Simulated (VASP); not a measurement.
# C19O in VASP: notebook, part 2 of 2

VASP 6.6.1. The steps go on from the part before.

## Step 3: Single point, PBEsol

INCAR

```
SYSTEM = C19O
  ALGO = Normal
  EDIFF = 1E-7
  ENCUT = 520
  GGA = PS
  ISIF = 2
  ISMEAR = -1
  LASPH = .True.
  LCHARG = .False.
  LREAL = Auto
  LWAVE = .False.
  NBANDS = 57
  NELM = 60
  PREC = Accurate
  SIGMA = 0.05
```

KPOINTS

```
k-points
0
Gamma
  2 2 1
  0 0 0
```

POSCAR

```
C19O
1.0
    7.3980000000      0.0000000000      0.0000000000
   -3.6990000000      6.4068560000      0.0000000000
    0.0000000000      0.0000000000     12.0000000000
C O
19 1
Direct
   -0.0060459160      0.0010701037      0.0680420833
    0.2175701829      0.1128659673      0.0680685833
   -0.0049644677      0.3354071014      0.0680485833
    0.2164327954      0.4460559126      0.0682067500
   -0.0050901267      0.6675704901      0.0678644167
    0.2165416253      0.7784084737      0.0680435000
    0.3284136494      0.0020606051      0.0680451667
    0.5498259029      0.1127707568      0.0680445000
    0.3282961221      0.3342959480      0.0681326667
    0.5499409902      0.4450896040      0.0680500833
    0.3272878484      0.6677354696      0.0681955000
    0.5509192135      0.7795372645      0.0681255000
    0.6616385017      0.0009769222      0.0680663333
    0.8832688134      0.1117863426      0.0680527500
    0.6606810487      0.3344345495      0.0679583333
    0.8842463238      0.4462041913      0.0678655000
    0.6617525376      0.6687197277      0.0680512500
    0.8831497582      0.7793941365      0.0679518333
    0.1278622819      0.5929343503      0.3409545833
    0.2473953136      0.6618433441      0.4103428333
```

Potentials or basis: VASP PAW PBE potentials, release 64 (C, O).

Run with:

```sh
$ cat potpaw_PBE.64/C/POTCAR potpaw_PBE.64/O/POTCAR > POTCAR
$ mpirun -np 1 vasp_std > vasp.out
```

OUTCAR:

```text
SYSTEM = C19O
   EDIFF = 1E-7
   ENCUT = 520
   GGA = PS
   ISIF = 2
   ISMEAR = -1
   LASPH = .True.
   LREAL = Auto
   NELM = 60
   PREC = Accurate

 ion  position               nearest neighbor table
   1  0.994  0.001  0.068-  14 1.42  18 1.42   2 1.43
   2  0.218  0.113  0.068-   9 1.42   7 1.42   1 1.43
   3  0.995  0.335  0.068-   4 1.42  16 1.42  14 1.43
   4  0.216  0.446  0.068-   3 1.42  11 1.42   9 1.43
   5  0.995  0.668  0.068-  16 1.42   6 1.42  18 1.43
   6  0.217  0.778  0.068-  11 1.42   5 1.42   7 1.43
[... 10 lines left out ...]
  17  0.662  0.669  0.068-  18 1.42  12 1.42  10 1.43
  18  0.883  0.779  0.068-  17 1.42   1 1.42   5 1.43
  19  0.128  0.593  0.341-  20 1.13
  20  0.247  0.662  0.410-  19 1.13

  LATTYP: Found a hexagonal cell.
 ALAT       =     7.3980000000
 C/A-ratio  =     1.6220600162

  Lattice vectors:

 A1 = (   7.3980000000,   0.0000000000,   0.0000000000)
 A2 = (  -3.6990000000,   6.4068560000,   0.0000000000)
 A3 = (   0.0000000000,   0.0000000000,  12.0000000000)

Analysis of symmetry for initial positions (statically):
=====================================================================
 Subroutine PRICEL returns:
 Original cell was already a primitive cell.

 Routine SETGRP: Setting up the symmetry group for a
 hexagonal supercell.

 Subroutine GETGRP returns: Found  1 space group operations
 (whereof  1 operations were pure point group operations)
 out of a pool of 24 trial point group operations.

The static configuration has the point symmetry C_1 .

Analysis of symmetry for dynamics (positions and initial velocities):
=====================================================================
 Subroutine PRICEL returns:
 Original cell was already a primitive cell.

 Routine SETGRP: Setting up the symmetry group for a
 hexagonal supercell.
[... 141 lines left out ...]
  volume/ion in A,a.u.               =      28.44       191.91
  Fermi-wavevector in a.u.,A,eV,Ry     =   0.858419  1.622176 10.025902  0.736883
  Thomas-Fermi vector in A             =   1.975621
   LORBIT       =      0    0 simple, 1 ext, 2 COOP (PROOUT), +10 PAW based schemes
   GGA     = PS    functional components
   LHFCALC =     F    Hartree Fock is set to
   AEXX    =    0.0000 exact exchange contribution
   IVDW    =     0    specifies the selected vdW correction
   LEPSILON=     F    determine dielectric tensor
   LRPA    =     F    only Hartree local field effects (RPA)
 non-spin polarized calculation
  energy-cutoff  :      520.00
  volume of cell :      568.78
 maximum number of plane-waves:     15363
 NGX is ok and might be reduce to    56
   NGX = 27   NGY = 27   NGZ = 45

 number of electron      81.9999999 magnetization

 Free energy of the ion-electron system (eV)
  ---------------------------------------------------
  ext. energy  EPLUGINS =         0.00000000
  ---------------------------------------------------
  free energy    TOTEN  =      -188.29426840 eV

  energy without entropy =     -188.23889286  energy(sigma->0) =     -188.26658063

 E-fermi :  -1.5219     XC(G=0):  -4.2099

 val. band max:       -1.5773480943   @ k =   0.0000   0.0000   0.0000
 cond. band min:      -1.4653592768   @ k =   0.0000   0.0000   0.0000
 fundamental gap:      0.1119888174
 Fermi energy:        -1.5218988198

 k-point     1 :       0.0000    0.0000    0.0000
  band No.  band energies     occupation
      1     -26.5369      2.00000
      2     -21.0035      2.00000
      3     -18.4620      2.00000
      4     -18.4572      2.00000
      5     -18.4009      2.00000
      6     -18.3960      2.00000
[... 213 lines left out ...]
     52       3.8952      0.00000
     53       4.1030      0.00000
 [bands above 53 left out]

------------------------ aborting loop because EDIFF is reached ----------------------------------------

  FORCE on cell =-STRESS in cart. coord.  units (eV):
  Direction    XX          YY          ZZ          XY          YZ          ZX
  --------------------------------------------------------------------------------------
  -------------------------------------------------------------------------------------
  Total       -1.7284155     -1.8540327      0.4807981      0.2462579      0.3298424      0.5016864
  in kB       -4.8687582     -5.2226081      1.3543559      0.6936816      0.9291300      1.4131960
  external PRESSURE =      -2.9123368 kB  Pullay stress =       0.0000000 kB

 VOLUME and BASIS-vectors are now :
 -----------------------------------------------------------------------------
  energy-cutoff  :      520.00
  volume of cell :      568.78
      direct lattice vectors                 reciprocal lattice vectors
     7.398000000  0.000000000  0.000000000     0.135171668  0.078041398  0.000000000
    -3.699000000  6.406856000  0.000000000     0.000000000  0.156082796  0.000000000
     0.000000000  0.000000000 12.000000000     0.000000000  0.000000000  0.083333333

 POSITION                                       TOTAL-FORCE (eV/Angst)
 -----------------------------------------------------------------------------------
      7.34931      0.00686      0.81650         0.003355     -0.006007     -0.000222
      1.19209      0.72312      0.81682        -0.005488     -0.004744      0.000728
      6.12060      2.14891      0.81658        -0.005748     -0.004359      0.001057
     -0.04879      2.85782      0.81848         0.005892      0.001925      0.007017
      4.89100      4.27703      0.81437        -0.002211      0.002348     -0.002549
     -1.27736      4.98715      0.81652        -0.007113      0.005137      0.001408
[... 12 lines left out ...]
     -1.24734      3.79884      4.09145        -0.560011     -0.411083     -0.764341
     -0.61793      4.24034      4.92411         0.572278      0.404819      0.749073
 -----------------------------------------------------------------------------------
    total drift:                               -0.019598     -0.021261      0.015838

  FREE ENERGIE OF THE ION-ELECTRON SYSTEM (eV)
  ---------------------------------------------------
  free  energy   TOTEN  =      -188.2942684043 eV

  energy  without entropy=     -188.2388928587  energy(sigma->0) =     -188.26658063
```

OSZICAR:

```text
N       E                     dE             d eps       ncg     rms          rms(c)
DAV:   1     0.634310942073E+03    0.63431E+03   -0.33821E+04   472   0.115E+03
DAV:   2    -0.102422447247E+03   -0.73673E+03   -0.70284E+03   655   0.275E+02
DAV:   3    -0.197601216663E+03   -0.95179E+02   -0.94614E+02   536   0.104E+02
[... 15 lines left out ...]
DAV:  19    -0.188294262493E+03   -0.22318E-04   -0.18915E-06   544   0.320E-03    0.487E-04
DAV:  20    -0.188294266969E+03   -0.44755E-05   -0.23920E-07   448   0.119E-03    0.290E-04
DAV:  21    -0.188294268137E+03   -0.11678E-05   -0.72730E-08   368   0.606E-04    0.137E-04
DAV:  22    -0.188294268334E+03   -0.19688E-06   -0.12675E-08   368   0.279E-04    0.620E-05
DAV:  23    -0.188294268404E+03   -0.70805E-07   -0.25953E-09   344   0.179E-04
   1 F= -.18829427E+03 E0= -.18826658E+03  d E =-.553755E-01
```

stdout:

```text
POSCAR found type information on POSCAR C O
 POSCAR found :  2 types and      20 ions
 scaLAPACK will be used
 -----------------------------------------------------------------------------
|                                                                             |
|                                                                             |
|     You enforced a specific xc type in the INCAR file but a different       |
|     I HOPE YOU KNOW WHAT YOU ARE DOING!                                     |
|                                                                             |
 -----------------------------------------------------------------------------

 LDA part: xc-table for (Slater+PW92), standard interpolation
 POSCAR, INCAR and KPOINTS ok, starting setup
 FFT: planning ... GRIDC
 FFT: planning ... GRID_SOFT
 FFT: planning ... GRID
 WAVECAR not read
 entering main loop
```

Wall time 5.5 min (1 thread of Oxide Virtual Turin-like, shared host); peak memory 0.54 GiB.

Results:

| Item | Value |
| --- | --- |
| Free energy | -188.2943 eV |
| Largest force | 1.033 eV/Å |
| Band gap on the k mesh | 0.11 eV |

Forces on the atoms (eV/Å):
```
C    0.003 -0.006  0.000
C   -0.005 -0.005  0.001
C   -0.006 -0.004  0.001
C    0.006  0.002  0.007
C   -0.002  0.002 -0.003
C   -0.007  0.005  0.001
C   -0.003 -0.008  0.000
C    0.005  0.000 -0.003
C   -0.008 -0.002 -0.004
C   -0.004  0.009  0.005
C    0.006  0.004  0.002
C   -0.006 -0.001  0.002
C   -0.004  0.000  0.003
C    0.000  0.008  0.000
C    0.009  0.003  0.001
C   -0.004  0.005  0.002
C    0.001 -0.009  0.002
C    0.008  0.002 -0.002
C   -0.560 -0.411 -0.764
O    0.572  0.405  0.749
```

Caveat: the k points lie up to 0.49 Å⁻¹ apart; there is no dipole correction, which matters where the two faces differ; semilocal functionals underestimate gaps, and a narrow one can read as zero; the PAW data sets were made with another functional, which shifts forces and pressure a little.

## Step 4: Single point, PBEsol

INCAR

```
  PREC = Accurate
  ENCUT = 520
  EDIFF = 1E-6
  ISMEAR = -1
  SIGMA = 0.05
  LREAL = Auto
  LASPH = True
  NELM = 80
  ALGO = Normal
  ISIF = 2
  LWAVE = False
  LCHARG = False
  GGA = PS
  NBANDS = 57
```

KPOINTS

```
Automatic mesh
0
Gamma
  2 2 1
```

POSCAR

```
C19O
1.0
    7.3980000000      0.0000000000      0.0000000000
   -3.6990000000      6.4068560000      0.0000000000
    0.0000000000      0.0000000000     12.0000000000
C O
19 1
Direct
   -0.0063998146     -0.0015392885      0.0672479167
    0.2169729863      0.1101457564      0.0672644167
   -0.0054208888      0.3326010449      0.0673219167
    0.2159949340      0.4432767023      0.0673330000
   -0.0056558288      0.6649330030      0.0669636667
    0.2161979607      0.7758479354      0.0670530000
    0.3278972725     -0.0007788532      0.0671906667
    0.5493288250      0.1099328594      0.0672549167
    0.3276921879      0.3315760492      0.0673116667
    0.5495853871      0.4425243833      0.0672518333
    0.3269157267      0.6651799260      0.0672202500
    0.5503332048      0.7768448362      0.0672630000
    0.6610043278     -0.0017504686      0.0672624167
    0.8829170148      0.1091760139      0.0673085000
    0.6602698434      0.3318413899      0.0672351667
    0.8836821208      0.4435578074      0.0671546667
    0.6612707946      0.6659049306      0.0672349167
    0.8827016692      0.7765974450      0.0671231667
    0.1159046060      0.6357386525      0.3507848333
    0.2259274110      0.5977607426      0.3975532500
```

Run with:

```sh
$ cat potpaw_PBE.64/C/POTCAR potpaw_PBE.64/O/POTCAR > POTCAR
$ mpirun -np 1 vasp_std > vasp.out
```

It took 4 min on 1 thread of Oxide Virtual Turin-like, shared host; peak memory 0.54 GiB.

Results (log left out):

* Free energy: -188.2897 eV
* Largest force: 0.969 eV/Å
* Band gap on the k mesh: 0.09 eV

Forces in eV/Å, atoms in the order of the input:
```
C   -0.013  0.000 -0.004
C    0.007  0.014  0.004
C   -0.001 -0.007 -0.002
C    0.008 -0.004  0.000
C   -0.002 -0.003  0.001
C    0.002 -0.002  0.004
C   -0.003 -0.001  0.000
C   -0.008  0.005 -0.002
C   -0.008  0.002  0.000
C    0.000 -0.008  0.002
C    0.003  0.000  0.000
C    0.000 -0.002 -0.003
C    0.011  0.005  0.004
C   -0.002 -0.002 -0.002
C    0.002  0.001  0.001
C   -0.005  0.004 -0.001
C    0.006  0.014  0.001
C   -0.005 -0.011  0.001
C   -0.809  0.202 -0.481
O    0.818 -0.206  0.476
```

Levels at points of the mesh, in eV from the valence-band top:
```csv
k point,band 37,band 38,band 39,band 40,band 41,band 42,band 43,band 44,band 45,band 46
"(0.00, 0.00, 0.00)",-4.38,-2.96,-2.96,-0.01,0.00,0.09,0.09,2.32,2.33,3.42
"(0.50, 0.00, 0.00)",-2.63,-2.63,-2.61,-2.60,-2.32,1.69,2.27,2.33,2.55,2.56
"(0.00, 0.50, 0.00)",-2.63,-2.63,-2.61,-2.60,-2.32,1.69,2.28,2.31,2.55,2.55
"(0.50, 0.50, 0.00)",-2.63,-2.62,-2.61,-2.61,-2.31,1.68,2.31,2.33,2.54,2.57
```

Caveat: the k points lie up to 0.49 Å⁻¹ apart; there is no dipole correction, which matters where the two faces differ; semilocal functionals underestimate gaps, and a narrow one can read as zero; the PAW data sets were made with another functional, which shifts forces and pressure a little.

## Step 5: Single point, PBEsol

INCAR

```
ALGO = Normal ; EDIFF = 1E-6
ENCUT = 520 ; GGA = PS
ISIF = 2 ; ISMEAR = -1
LASPH = True ; LCHARG = False
LREAL = Auto ; LWAVE = False
NBANDS = 57 ; NELM = 100
PREC = Accurate ; SIGMA = 0.05
```

KPOINTS

```
k-points
0
Gamma
  2 2 1
```

POSCAR

```
C19O
1.0
    7.3980000000      0.0000000000      0.0000000000
   -3.6990000000      6.4068560000      0.0000000000
    0.0000000000      0.0000000000     12.0000000000
C O
19 1
Direct
   -0.0072870267     -0.0067173353      0.0668815833
    0.2162954959      0.1051019408      0.0668926667
   -0.0060498479      0.3274150379      0.0668983333
    0.2150783660      0.4379923632      0.0668760833
   -0.0065124825      0.6595422154      0.0667748333
    0.2155019913      0.7705595381      0.0667841667
    0.3272757565     -0.0058991493      0.0668575833
    0.5483954266      0.1046727131      0.0668684167
    0.3268511678      0.3261724627      0.0668748333
    0.5488475794      0.4372147587      0.0668500000
    0.3260571732      0.6599797155      0.0668075000
    0.5496650465      0.7717869732      0.0668415000
    0.6601883358     -0.0071386028      0.0668560000
    0.8821857536      0.1038551514      0.0668886667
    0.6593660966      0.3266435206      0.0668720000
    0.8829692908      0.4384646697      0.0668537500
    0.6606418310      0.6607632511      0.0668418333
    0.8817429478      0.7713396399      0.0668249167
    0.1223001408      0.6758219632      0.3507117500
    0.1916037121      0.5820098032      0.3864988333
```

Run with:

```sh
$ cat potpaw_PBE.64/C/POTCAR potpaw_PBE.64/O/POTCAR > POTCAR
$ mpirun -np 1 vasp_std > vasp.out
```

It took 4.6 min on 1 thread of Oxide Virtual Turin-like, shared host; peak memory 0.54 GiB.

The run converged. Its results:

* Free energy: -188.2906 eV
* Largest force: 1.003 eV/Å
* Band gap on the k mesh: 0.11 eV

Forces on the atoms (eV/Å):
```
C    0.007  0.010  0.000
C   -0.002 -0.012  0.001
C   -0.001 -0.007  0.004
C    0.003 -0.008  0.003
C   -0.006  0.007  0.000
C   -0.004  0.007  0.002
C    0.001 -0.010  0.002
C    0.003 -0.005 -0.002
C   -0.009  0.013  0.000
C   -0.004  0.003  0.001
C    0.015  0.001 -0.001
C   -0.006 -0.011  0.000
C   -0.006  0.015  0.000
C   -0.005  0.009  0.001
C    0.013  0.006  0.000
C   -0.008 -0.009  0.001
C    0.000 -0.008  0.000
C    0.010 -0.001  0.000
C   -0.759  0.531 -0.384
O    0.756 -0.530  0.373
```

Levels at points of the mesh, in eV from the valence-band top:
```tsv
k point	band 38	band 39	band 40	band 41	band 42	band 43	band 44	band 45
(0.00, 0.00, 0.00)	-2.95	-2.94	0.00	0.00	0.11	0.12	2.37	2.37
(0.50, 0.00, 0.00)	-2.61	-2.59	-2.59	-2.31	1.70	2.31	2.36	2.56
(0.00, 0.50, 0.00)	-2.62	-2.59	-2.59	-2.30	1.70	2.32	2.35	2.55
(0.50, 0.50, 0.00)	-2.62	-2.59	-2.59	-2.30	1.70	2.35	2.35	2.55
```

Caveat: the k points lie up to 0.49 Å⁻¹ apart; there is no dipole correction, which matters where the two faces differ; semilocal functionals underestimate gaps, and a narrow one can read as zero; the PAW data sets were made with another functional, which shifts forces and pressure a little.

## Step 6: Overview

```tsv
cell	gap on the mesh (eV)	largest force (eV/Å)
as given, atomic positions A	0.10	1.00
as given, atomic positions B	0.11	1.03
as given, atomic positions C	0.09	0.97
as given, atomic positions D	0.11	1.00
```

Alike in all rows: task single point; level PBEsol; potentials or basis VASP PAW PBE potentials, release 64 (C, O); no spin polarisation; k mesh 2 × 2 × 1; cutoff (eV) 520; smearing fermi-dirac 0.05 eV.

Caveats: all runs use coarse meshes; there is no dipole correction, which matters where the two faces differ; semilocal functionals underestimate gaps, and a narrow one can read as zero; the PAW data sets were made with another functional, which shifts forces and pressure a little.

Absolute energies hang on the potentials; compare differences alone.
